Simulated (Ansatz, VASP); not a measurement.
# Cd2S in VASP and in Ansatz

```
Cd S
1.0
     3.96267    0.00000    0.00000
    -1.98134    3.43177    0.00000
     0.00000    0.00000    5.80919
Cd S
2 1
Direct
  0.33333 0.66667 0.93272
  0.66667 0.33333 0.57873
  0.33333 0.66667 0.36571
```

Alike in both runs: task single point; functional PBE-based global hybrid; k mesh 5 × 5 × 3; occupations fermi-dirac, width 0.05 eV; no spin polarisation.

|  | VASP | Ansatz |
| --- | --- | --- |
| version | VASP 6.6.1 | Ansatz 0.2.0 |
| potentials or method | VASP PAW PBE potentials, release 64 (Cd, S) | Ansatz PAW |
| plane-wave cutoff (eV) | 520 | 420 |
| valence electrons in the cell | 30 | 46 |

|  | VASP | Ansatz | Ansatz less VASP |
| --- | --- | --- | --- |
| gap on the k mesh at the Fermi level (eV) | 1.92 | 1.85 | -0.072 |
| least direct gap on the mesh (eV) | 2.15 | 2.07 | -0.082 |
| pressure (GPa) | -1.4 | -1.6 | -0.18 |
| traceless stress, the component that is largest in VASP (GPa) | -0.23 | -0.31 | -0.077 |
| rms of the force components (eV/Å) | 0.092 | 0.101 | +0.0089 |

VASP's potentials were made for PBE, not for PBE-based global hybrid. Atom by atom the forces differ by 0.009 eV/Å (rms over components). VASP's potentials hold 30 valence electrons a cell and Ansatz's 46, so a difference there can come from the potentials and not from the codes.

Noted on Ansatz's run: odd divisions of the mesh miss points on the zone boundary, where band edges often lie, so the gap on the mesh can be too wide.
